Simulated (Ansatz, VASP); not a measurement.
# Two plane-wave programs on Li2SbMo3

INCAR

```
SYSTEM = Li2SbMo3
ALGO = Normal
EDIFF = 1E-6
ENCUT = 520
GGA = PE
ISIF = 2
ISMEAR = 0
LASPH = .TRUE.
LCHARG = .FALSE.
LREAL = .FALSE.
LWAVE = .FALSE.
NBANDS = 36
NELM = 60
PREC = Accurate
SIGMA = 0.1
```

The input KPOINTS:

```
k-points
0
G
  6 6 2
  0 0 0
```

POSCAR

```
Li2SbMo3
1.0
    4.3191501300      0.0000000000      0.0000000000
   -2.1595750600      3.7404937300      0.0000000000
    0.0000000000      0.0000000000      7.8487634500
Li Sb Mo
2 1 3
Direct
    0.0000000000      0.0000000000      0.1504817300
    0.0000000000      0.0000000000      0.8495182700
    0.0000000000      0.0000000000      0.5000000000
    0.1834235000      0.8165765000      0.0000000000
    0.1834235000      0.3668470000      0.0000000000
    0.6331530000      0.8165765000      0.0000000000
```

Input for Ansatz:

```yaml
crystal:
  lattice:
    - [4.31915013, 0.0, 0.0]
    - [-2.15957506, 3.74049373, 0.0]
    - [0.0, 0.0, 7.84876345]
  atoms:
    - { symbol: Li, position: [0.0, 0.0, 0.15048173] }
    - { symbol: Li, position: [0.0, 0.0, 0.84951827] }
    - { symbol: Sb, position: [0.0, 0.0, 0.5] }
    - { symbol: Mo, position: [0.1834235, 0.8165765, 0.0] }
    - { symbol: Mo, position: [0.1834235, 0.366847, 0.0] }
    - { symbol: Mo, position: [0.633153, 0.8165765, 0.0] }
basis:
  ecutwfc: 420
kpoints:
  mp_grid: { grid: [6, 6, 2] }
hamiltonian:
  xc: pbe
scf:
  occupations: { method: gaussian, width: 0.1 }
  lower_state_search: "off"
output:
  forces: true
  stress: true
  eigenvalues: true
```

Alike in both runs: task single point; functional PBE; k mesh 6 × 6 × 2; occupations gaussian, width 0.1 eV; no spin polarisation.

|  | VASP | Ansatz |
| --- | --- | --- |
| version | VASP 6.6.1 | Ansatz 0.2.0 |
| potentials or method | VASP PAW PBE potentials, release 64 (Li_sv, Sb, Mo_sv), cutoff 520 eV | scalar-relativistic, plane waves, PAW |
| valence electrons in the cell | 53 | 63 |

```csv
,VASP,Ansatz,Ansatz less VASP
gap on the k mesh at the Fermi level (eV),none,none,-
rms of the force components (eV/Å),6.029,5.795,-0.2342
```

Atom by atom the forces differ by 0.268 eV/Å (rms over components). A gap of «none» marks a metal or a gap that the smearing closes. The functional is the same, so the differences come from potentials, cutoffs and numerics. VASP's potentials hold 53 valence electrons a cell and Ansatz's 63, so a difference there can come from the potentials and not from the codes.

The k mesh is coarse, so the values compare programs but aren't converged. Spin-orbit coupling is off throughout. Noted on VASP's run: the cutoff is under 1.25 times that of the potentials, so the pressure is a little rough.
